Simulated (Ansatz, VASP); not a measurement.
# CdF2 in VASP and in Ansatz

```
Cd F
1.0
     0.00000    2.61463    2.61463
     2.61463    0.00000    2.61463
     2.61463    2.61463    0.00000
Cd F
1 2
Direct
  0.00000 0.00000 0.00000
  0.25000 0.25000 0.25000
  0.75000 0.75000 0.75000
```

Alike in both runs: task single point; functional PBEsol; k mesh 8 × 8 × 8; occupations gaussian, width 0.02 eV; no spin polarisation.

|  | VASP | Ansatz |
| --- | --- | --- |
| version | VASP 6.6.1 | Ansatz 0.2.0 |
| potentials or method | VASP PAW PBE potentials, release 64 (Cd_sv_GW, F), cutoff 600 eV | scalar-relativistic, plane waves, PAW |
| valence electrons in the cell | 34 | 34 |

Ansatz gave:

- gap on the k mesh at the Fermi level (eV): 3.25
- least direct gap on the mesh (eV): 3.61
- pressure (GPa): 11.7

Task: What did VASP give for the same quantities?

Result: gap on the k mesh at the Fermi level (eV): 3.23; least direct gap on the mesh (eV): 3.59; pressure (GPa): 11.0.

VASP's potentials were made for PBE, not for PBEsol. The functional is the same, so the differences come from potentials, cutoffs and numerics.
